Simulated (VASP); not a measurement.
# NaF (Pm-3m) in VASP: notebook

NaF is run at these levels: r2SCAN, HSE06, PBE0; tasks: single point.

All numbers are computed with VASP 6.6.1; they aren't measurements. Logs are shortened: lines on timing, memory, paths and dates and some standing lists are left out, and cuts for length are marked.

## 1. The cell of the first run

The structure is cubic, space group Pm-3m (No. 221). Conventional cell: a = 2.793 Å, b = 2.793 Å, c = 2.793 Å, α = 90.00°, β = 90.00°, γ = 90.00°. Na (site symmetry m-3m) has 8 F at 2.42 Å and 6 Na at 2.79 Å within 3.2 Å. Within 3.2 Å of F (site symmetry m-3m) lie 8 Na at 2.42 Å and 6 F at 2.79 Å.

## 2. Single point, r2SCAN

The input, POSCAR:

```
NaF
1.0
    2.7934851974      0.0000000000      0.0000000000
    0.0000000000      2.7934851974      0.0000000000
    0.0000000000      0.0000000000      2.7934851974
Na F
1 1
Direct
    0.0000000000      0.0000000000      0.0000000000
    0.5000000000      0.5000000000      0.5000000000
```

The input, INCAR.step1:

```
SYSTEM = NaF
PREC     = Accurate       ! precision mode
ENCUT    = 520            ! plane-wave cutoff, eV
ISMEAR   = 0              ! smearing method
SIGMA    = 0.01           ! smearing width, eV
LREAL    = .FALSE.        ! projectors in reciprocal space
LASPH    = .TRUE.         ! aspherical terms in the spheres
NELM     = 60             ! most SCF steps
NBANDS   = 14             ! bands
GGA      = PE             ! functional
ALGO     = Normal         ! electronic algorithm
EDIFF    = 1E-4           ! SCF threshold, eV
LWAVE    = .TRUE.         ! write WAVECAR
LCHARG   = .FALSE.        ! write CHGCAR
```

The input, INCAR.step2:

```
SYSTEM = NaF
PREC     = Accurate       ! precision mode
ENCUT    = 520            ! plane-wave cutoff, eV
EDIFF    = 1E-6           ! SCF threshold, eV
ISMEAR   = 0              ! smearing method
SIGMA    = 0.01           ! smearing width, eV
LREAL    = .FALSE.        ! projectors in reciprocal space
LASPH    = .TRUE.         ! aspherical terms in the spheres
NELM     = 60             ! most SCF steps
ALGO     = Normal         ! electronic algorithm
ISIF     = 2              ! what is computed and relaxed
LWAVE    = .FALSE.        ! write WAVECAR
LCHARG   = .FALSE.        ! write CHGCAR
METAGGA  = R2SCAN         ! meta-GGA
LMIXTAU  = .TRUE.       
NBANDS   = 14             ! bands
ISTART   = 1
```

The input, KPOINTS:

```
regular mesh
0
G
  6 6 6
  0 0 0
```

Potentials or basis: VASP PAW PBE potentials, release 64 (Na_pv, F).

Launch:

```bash
$ cat potpaw_PBE.64/Na_pv/POTCAR potpaw_PBE.64/F/POTCAR > POTCAR
$ cp INCAR.step1 INCAR
$ mpirun -np 1 vasp_std > vasp.out
$ cp INCAR.step2 INCAR
$ mpirun -np 1 vasp_std > vasp.out
```

OUTCAR:

```text
SYSTEM = NaF
   PREC = Accurate
   ENCUT = 520
   EDIFF = 1E-6
   ISMEAR = 0
   LREAL = .FALSE.
   LASPH = .TRUE.
   NELM = 60
   ISIF = 2
   METAGGA = R2SCAN
   ISTART = 1

 ion  position               nearest neighbor table
   1  0.000  0.000  0.000-
   2  0.500  0.500  0.500-

  LATTYP: Found a simple cubic cell.
 ALAT       =     2.7934851974

  Lattice vectors:

 A1 = (   2.7934851974,   0.0000000000,   0.0000000000)
 A2 = (   0.0000000000,   2.7934851974,   0.0000000000)
 A3 = (   0.0000000000,   0.0000000000,   2.7934851974)

Analysis of symmetry for initial positions (statically):
=====================================================================
 Subroutine PRICEL returns:
 Original cell was already a primitive cell.

 Routine SETGRP: Setting up the symmetry group for a
 simple cubic supercell.

 Subroutine GETGRP returns: Found 48 space group operations
 (whereof 48 operations were pure point group operations)
 out of a pool of 48 trial point group operations.

The static configuration has the point symmetry O_h .

Analysis of symmetry for dynamics (positions and initial velocities):
=====================================================================
 Subroutine PRICEL returns:
 Original cell was already a primitive cell.

 Routine SETGRP: Setting up the symmetry group for a
 simple cubic supercell.

 Subroutine GETGRP returns: Found 48 space group operations
 (whereof 48 operations were pure point group operations)
 out of a pool of 48 trial point group operations.

The dynamic configuration has the point symmetry O_h .

 Subroutine INISYM returns: Found 48 space group operations
 (whereof 48 operations are pure point group operations),
 and found     1 'primitive' translations

----------------------------------------------------------------------------------------

                                     Primitive cell

  volume of cell :      21.7991

  direct lattice vectors                    reciprocal lattice vectors
     2.793485197  0.000000000  0.000000000     0.357975765  0.000000000  0.000000000
     0.000000000  2.793485197  0.000000000     0.000000000  0.357975765  0.000000000
     0.000000000  0.000000000  2.793485197     0.000000000  0.000000000  0.357975765

  length of vectors
     2.793485197  2.793485197  2.793485197     0.357975765  0.357975765  0.357975765

  position of ions in fractional coordinates (direct lattice)
     0.000000000  0.000000000  0.000000000
     0.500000000  0.500000000  0.500000000

  ion indices of the primitive-cell ions
   primitive index   ion index
                 1           1
                 2           2

----------------------------------------------------------------------------------------

 KPOINTS: regular mesh

Automatic generation of k-mesh.
 Grid dimensions read from file:
 generate k-points for:    6    6    6

 Generating k-lattice:

  Cartesian coordinates                     Fractional coordinates (reciprocal lattice)
     0.059662627  0.000000000  0.000000000     0.166666667  0.000000000  0.000000000
     0.000000000  0.059662627  0.000000000     0.000000000  0.166666667  0.000000000
     0.000000000  0.000000000  0.059662627     0.000000000  0.000000000  0.166666667

  Length of vectors
     0.059662627  0.059662627  0.059662627

  Shift w.r.t. Gamma in fractional coordinates (k-lattice)
     0.000000000  0.000000000  0.000000000

 Subroutine IBZKPT returns following result:
 ===========================================

 Found     20 irreducible k-points:

 Following reciprocal coordinates:
            Coordinates               Weight
  0.000000  0.000000  0.000000      1.000000
  0.166667  0.000000  0.000000      6.000000
  0.333333  0.000000  0.000000      6.000000
  0.500000  0.000000  0.000000      3.000000
  0.166667  0.166667  0.000000     12.000000
  0.333333  0.166667  0.000000     24.000000
[... 12 lines left out ...]
  0.500000  0.500000  0.333333      6.000000
  0.500000  0.500000  0.500000      1.000000
   k-points           NKPTS =     20   k-points in BZ     NKDIM =     20   number of bands    NBANDS=     14
   number of dos      NEDOS =    301   number of ions     NIONS =      2
   total plane-waves  NPLWV =  13824
   dimension x,y,z NGX =    24 NGY =   24 NGZ =   24
   dimension x,y,z NGXF=    48 NGYF=   48 NGZF=   48
   ions per type =               1   1
   NGX,Y,Z   is equivalent  to a cutoff of  14.28, 14.28, 14.28 a.u.
   NGXF,Y,Z  is equivalent  to a cutoff of  28.57, 28.57, 28.57 a.u.
 SYSTEM =  NaF
   PREC   = accura    normal or accurate (medium, high low for compatibility)
   ISTART =      1    job   : 0-new  1-cont  2-samecut
   ICHARG =      0    charge: 1-file 2-atom 10-const
   ISPIN  =      1    spin polarized calculation?
   LNONCOLLINEAR =      F non collinear calculations
   LSORBIT =      F    spin-orbit coupling
   LASPH  =      T    aspherical Exc in radial PAW
   ENCUT  =  520.0 eV  38.22 Ry    6.18 a.u.   5.19  5.19  5.19*2*pi/ulx,y,z
   NELM   =     60;   NELMIN=  2; NELMDL=  0     # of ELM steps
   EDIFF  = 0.1E-05   stopping-criterion for ELM
   LREAL  =      F    real-space projection
   EDIFFG = 0.1E-04   stopping-criterion for IOM
   NSW    =      0    number of steps for IOM
   IBRION =     -1    ionic relax: 0-MD 1-quasi-New 2-CG
   NFREE  =      0    steps in history (QN), initial steepest desc. (CG)
   ISIF   =      2    stress and relaxation
   ISYM   =      2    0-nonsym 1-usesym 2-fastsym
   POTIM  = 0.5000    time-step for ionic-motion
   TEBEG  =    0.0;   TEEND  =   0.0 temperature during run
   PSTRESS=    0.0 pullay stress
   NELECT =      14.0000    total number of electrons
   NUPDOWN=      -1.0000    fix difference up-down
   EMIN   =  10.00;   EMAX   =-10.00  energy-range for DOS
   EFERMI =   0.00;   METHOD = LEGACY
   ISMEAR =     0;   SIGMA  =   0.01  broadening in eV -4-tet -1-fermi 0-gaus
   EFERMI_NEDOS =   21; number of points for ismear=-14 and -15
   IALGO  =     38    algorithm
   IMIX   =      4    mixing-type and parameters
     AMIX     =   0.40;   BMIX     =  1.00
     AMIX_MAG =   1.60;   BMIX_MAG =  1.00
  volume/ion in A,a.u.               =      10.90        73.55
  Fermi-wavevector in a.u.,A,eV,Ry     =   1.412444  2.669132 27.143584  1.994997
  Thomas-Fermi vector in A             =   2.534192
   LORBIT       =      0    0 simple, 1 ext, 2 COOP (PROOUT), +10 PAW based schemes
   METAGGA = R2SCAN    functional components
   LHFCALC =     F    Hartree Fock is set to
   AEXX    =    0.0000 exact exchange contribution
   IVDW    =     0    specifies the selected vdW correction
   LEPSILON=     F    determine dielectric tensor
   LRPA    =     F    only Hartree local field effects (RPA)
 non-spin polarized calculation
 Gauss-broadening in eV      SIGMA  =   0.01
  energy-cutoff  :      520.00
  volume of cell :       21.80
 maximum number of plane-waves:       624
 NGX is ok and might be reduce to    24
   NGX = 11   NGY = 11   NGZ = 11

 number of electron      14.0000006 magnetization

 Free energy of the ion-electron system (eV)
  ---------------------------------------------------
  ext. energy  EPLUGINS =         0.00000000
  ---------------------------------------------------
  free energy    TOTEN  =       -12.31386725 eV

  energy without entropy =      -12.31386725  energy(sigma->0) =      -12.31386725

 E-fermi :  -1.1685     XC(G=0): -10.5930

 val. band max:       -1.2384690600   @ k =   0.5000   0.5000   0.0000
 cond. band min:       5.8768239449   @ k =   0.0000   0.0000   0.0000
 fundamental gap:      7.1152930050
 Fermi energy:        -1.1684849966

 k-point     1 :       0.0000    0.0000    0.0000
  band No.  band energies     occupation
      1     -22.2584      2.00000
      2     -21.8770      2.00000
      3     -21.8770      2.00000
      4     -21.8770      2.00000
      5      -1.5778      2.00000
      6      -1.5778      2.00000
      7      -1.5778      2.00000
      8       5.8768      0.00000
      9      15.2367      0.00000
     10      15.2367      0.00000
     11      24.4054      0.00000
     12      24.4054      0.00000
     13      24.4054      0.00000
     14      31.0663      0.00000

 k-point     2 :       0.1667    0.0000    0.0000
  band No.  band energies     occupation
      1     -22.4770      2.00000
      2     -21.8697      2.00000
      3     -21.8697      2.00000
      4     -21.6387      2.00000
      5      -2.2539      2.00000
      6      -1.5477      2.00000
      7      -1.5477      2.00000
      8       6.7583      0.00000
      9      14.9366      0.00000
     10      15.7677      0.00000
     11      24.2705      0.00000
     12      24.2705      0.00000
     13      25.0654      0.00000
     14      28.8678      0.00000

 k-point     3 :       0.3333    0.0000    0.0000
  band No.  band energies     occupation
      1     -22.7309      2.00000
      2     -21.8550      2.00000
      3     -21.8550      2.00000
      4     -21.3403      2.00000
      5      -3.3745      2.00000
      6      -1.4865      2.00000
      7      -1.4865      2.00000
      8       8.7354      0.00000
      9      13.5505      0.00000
     10      17.3349      0.00000
     11      23.9762      0.00000
     12      23.9762      0.00000
     13      24.0925      0.00000
     14      26.7224      0.00000
[... 256 lines left out ...]
 k-point    19 :       0.5000    0.5000    0.3333
  band No.  band energies     occupation
      1     -22.0691      2.00000
      2     -22.0691      2.00000
      3     -21.9988      2.00000
      4     -21.5576      2.00000
      5      -2.9801      2.00000
      6      -2.9801      2.00000
      7      -2.5401      2.00000
      8      13.5117      0.00000
      9      14.5646      0.00000
     10      14.5646      0.00000
     11      18.2295      0.00000
     12      19.8765      0.00000
     13      19.8765      0.00000
     14      25.3661      0.00000

 k-point    20 :       0.5000    0.5000    0.5000
  band No.  band energies     occupation
      1     -22.0559      2.00000
      2     -22.0559      2.00000
      3     -22.0559      2.00000
      4     -21.4971      2.00000
      5      -2.9273      2.00000
      6      -2.9273      2.00000
      7      -2.9273      2.00000
      8      14.2773      0.00000
      9      14.2773      0.00000
     10      14.2773      0.00000
     11      19.3060      0.00000
     12      19.3060      0.00000
     13      19.3060      0.00000
     14      23.9686      0.00000

------------------------ aborting loop because EDIFF is reached ----------------------------------------

  FORCE on cell =-STRESS in cart. coord.  units (eV):
  Direction    XX          YY          ZZ          XY          YZ          ZX
  --------------------------------------------------------------------------------------
  -------------------------------------------------------------------------------------
  Total       -0.1093649     -0.1093649     -0.1093649      0.0000000     -0.0000000      0.0000000
  in kB       -8.0380232     -8.0380232     -8.0380232      0.0000000     -0.0000000      0.0000000
  external PRESSURE =      -8.0380232 kB  Pullay stress =       0.0000000 kB

 VOLUME and BASIS-vectors are now :
 -----------------------------------------------------------------------------
  energy-cutoff  :      520.00
  volume of cell :       21.80
      direct lattice vectors                 reciprocal lattice vectors
     2.793485197  0.000000000  0.000000000     0.357975765  0.000000000  0.000000000
     0.000000000  2.793485197  0.000000000     0.000000000  0.357975765  0.000000000
     0.000000000  0.000000000  2.793485197     0.000000000  0.000000000  0.357975765

 POSITION                                       TOTAL-FORCE (eV/Angst)
 -----------------------------------------------------------------------------------
      0.00000      0.00000      0.00000         0.000000      0.000000      0.000000
      1.39674      1.39674      1.39674         0.000000      0.000000      0.000000
 -----------------------------------------------------------------------------------
    total drift:                                0.000000      0.000000     -0.000000

  FREE ENERGIE OF THE ION-ELECTRON SYSTEM (eV)
  ---------------------------------------------------
  free  energy   TOTEN  =       -12.3138672468 eV

  energy  without entropy=      -12.3138672468  energy(sigma->0) =      -12.31386725
```

Wall time 13 s (1 thread of AMD EPYC 9R45 (Zen 5), shared host); peak memory 0.11 GiB.

What came out:

```
Free energy            : -12.3139 eV
Pressure               : -0.8 GPa
Band gap on the k mesh : 7.12 eV (least direct gap 7.45 eV)
```

Caveat: the PAW data sets were made with another functional, which shifts forces and pressure a little.

## 3. Single point, HSE06

POSCAR is that of step 2.

The input, INCAR.step1:

```
  PREC = Accurate
  ENCUT = 520
  EDIFF = 1E-5
  ISMEAR = 0
  SIGMA = 0.01
  LREAL = F
  LASPH = T
  NELM = 80
  ALGO = Normal
  ISIF = 2
  LWAVE = T
  GGA = PE
  NBANDS = 14
```

The input, INCAR.step2:

```
  PREC = Accurate
  ENCUT = 520
  EDIFF = 1E-6
  ISMEAR = 0
  SIGMA = 0.01
  LREAL = F
  LASPH = T
  NELM = 80
  ALGO = Normal
  ISIF = 2
  LWAVE = F
  LCHARG = T
  GGA = PE
  LHFCALC = T
  HFSCREEN = 0.2079
  PRECFOCK = Normal
  LELF = T
  LVHAR = T
  ISTART = 1
  NBANDS = 14
```

The input, KPOINTS:

```
regular mesh
0
Gamma
  6 6 6
```

Potentials or basis: VASP PAW PBE potentials, release 64 (Na_pv, F).

Launch:

```bash
$ cat potpaw_PBE.64/Na_pv/POTCAR potpaw_PBE.64/F/POTCAR > POTCAR
$ cp INCAR.step1 INCAR
$ mpirun -np 1 vasp_std > vasp.out
$ cp INCAR.step2 INCAR
$ mpirun -np 1 vasp_std > vasp.out
```

Wall time 5.5 min (1 thread of AMD EPYC 9R45 (Zen 5), shared host); peak memory 0.21 GiB.

The run converged. Its results:

* Free energy: -9.9888 eV
* Pressure: 1.9 GPa
* Band gap on the k mesh: 8.30 eV (least direct gap 8.65 eV)

Levels at points of the mesh, in eV from the valence-band top:
| k point | band 3 | band 4 | band 5 | band 6 | band 7 | band 8 | band 9 | band 10 | band 11 | band 12 |
| --- | --- | --- | --- | --- | --- | --- | --- | --- | --- | --- |
| (0.00, 0.00, 0.00) | -21.51 | -21.49 | -0.35 | -0.35 | -0.35 | 8.30 | 18.09 | 18.09 | 26.77 | 26.77 |
| (0.50, 0.00, 0.00) | -21.48 | -20.57 | -2.75 | -0.22 | -0.22 | 13.18 | 14.30 | 22.39 | 23.60 | 26.14 |
| (0.50, 0.50, 0.00) | -21.46 | -20.93 | -1.99 | -1.99 | 0.00 | 14.25 | 17.82 | 17.82 | 18.09 | 26.35 |
| (0.50, 0.50, 0.50) | -21.69 | -20.68 | -1.75 | -1.75 | -1.75 | 16.74 | 16.74 | 16.74 | 22.17 | 22.17 |

Caveat: the PAW data sets were made with another functional, which shifts forces and pressure a little.

## 4. Single point, PBE0

POSCAR is that of step 3.

The input, INCAR.step1:

```
ALGO = Normal
EDIFF = 1E-5
ENCUT = 520
GGA = PE
ISIF = 2
ISMEAR = 0
LASPH = True
LCHARG = False
LREAL = False
LWAVE = True
NBANDS = 14
NELM = 60
PREC = Accurate
SIGMA = 0.01
```

The input, INCAR.step2:

```
AEXX = 0.25
ALGO = Normal
EDIFF = 1E-6
ENCUT = 520
GGA = PE
ISIF = 2
ISMEAR = 0
ISTART = 1
LASPH = True
LCHARG = False
LHFCALC = True
LREAL = False
LWAVE = False
NBANDS = 14
NELM = 60
PREC = Accurate
PRECFOCK = Normal
SIGMA = 0.01
```

The input, KPOINTS:

```
k-points
0
Gamma
  6 6 6
```

Launch:

```bash
$ cat potpaw_PBE.64/Na_pv/POTCAR potpaw_PBE.64/F/POTCAR > POTCAR
$ cp INCAR.step1 INCAR
$ mpirun -np 1 vasp_std > vasp.out
$ cp INCAR.step2 INCAR
$ mpirun -np 1 vasp_std > vasp.out
```

Wall time 5 min (1 thread of AMD EPYC 9R45 (Zen 5), shared host); peak memory 0.11 GiB.

It converged, with:

```yaml
Free_energy: -10.5204 eV
Pressure: 1.8 GPa
Band_gap_on_the_k_mesh: 9.07 eV (least direct gap 9.42 eV)
```

Levels at points of the mesh, in eV from the valence-band top:
```tsv
k point	band 4	band 5	band 6	band 7	band 8	band 9	band 10	band 11
(0.00, 0.00, 0.00)	-21.49	-0.35	-0.35	-0.35	9.07	18.87	18.87	27.57
(0.50, 0.00, 0.00)	-20.56	-2.77	-0.22	-0.22	13.96	15.10	23.17	24.38
(0.50, 0.50, 0.00)	-20.93	-2.00	-2.00	0.00	15.04	18.61	18.61	18.88
(0.50, 0.50, 0.50)	-20.68	-1.76	-1.76	-1.76	17.53	17.53	17.53	22.97
```

Caveat: the PAW data sets were made with another functional, which shifts forces and pressure a little. A k mesh can miss the band edges.

## 5. Overview

```tsv
level	grid for exact exchange (PRECFOCK)	share of exact exchange	screening parameter	gap on the mesh (eV)	pressure (GPa)
r2SCAN	-	-	-	7.12	-0.8
HSE06	Normal	0.25	0.2079 1/Å	8.30	1.9
PBE0	Normal	0.25	-	9.07	1.8
```

Alike in all rows: task single point; potentials or basis VASP PAW PBE potentials, release 64 (Na_pv, F); no spin polarisation; cell as given; k mesh 6 × 6 × 6; cutoff (eV) 520; smearing gaussian 0.01 eV.

On the cell as given the gap runs from 7.12 eV (r2SCAN) to 9.07 eV (PBE0). The pressure there spans -0.8 GPa (r2SCAN) to 1.9 GPa (HSE06); a positive pressure means that this level wants a larger cell, a negative one a smaller.

Caveats: the PAW data sets were made with another functional, which shifts forces and pressure a little.

Total energies depend on the potentials used, so only differences within one code and one set of settings carry meaning.
